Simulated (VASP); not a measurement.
Set up this calculation in VASP 6.6.1, as the native input.

```
Task                   : single point
Functional             : PBE
Potentials or basis    : VASP PAW PBE potentials, release 64 (In_d, Sb)
Cutoff                 : 520 eV
k mesh                 : 6 × 6 × 6
Occupations            : fermi-dirac, width 0.02 eV
Spin                   : no spin polarisation
Dipole correction      : no
Further INCAR settings : ALGO = Normal; EDIFF = 1e-06; NBANDS = 16
```

The structure of InSb lies in POSCAR:

```
InSb
1.0
    0.0000000000      3.0422106260      3.0422106260
    3.0422106260      0.0000000000      3.0422106260
    3.0422106260      3.0422106260      0.0000000000
In Sb
1 1
Direct
    0.0000000000      0.0000000000      0.0000000000
    0.5000000000      0.5000000000      0.5000000000
```

The input as run:

INCAR

```
  PREC = Accurate
  ENCUT = 520
  EDIFF = 1E-6
  ISMEAR = -1
  SIGMA = 0.02
  LREAL = False
  LASPH = True
  NELM = 100
  ALGO = Normal
  ISIF = 2
  LWAVE = False
  LCHARG = True
  GGA = PE
  LELF = True
  LVHAR = True
  NBANDS = 16
```

KPOINTS

```
regular mesh
0
Gamma
  6 6 6
```

Potentials or basis: VASP PAW PBE potentials, release 64 (In_d, Sb).

The run is started by

```sh
$ cat potpaw_PBE.64/In_d/POTCAR potpaw_PBE.64/Sb/POTCAR > POTCAR
$ mpirun -np 1 vasp_std > vasp.out
```

It gave:

```
Pressure               : 1.6 GPa
Band gap on the k mesh : zero (band 9 reaches 7.57 eV, above the bottom of band 10 at 4.77 eV)
```

Caveat: spin-orbit coupling is left out, which moves the levels of the heavy elements.

It took 7.1 s on 1 thread of Intel(R) Xeon(R) Platinum 8559C (Emerald Rapids), with other jobs on the host, peak memory 0.17 GiB.
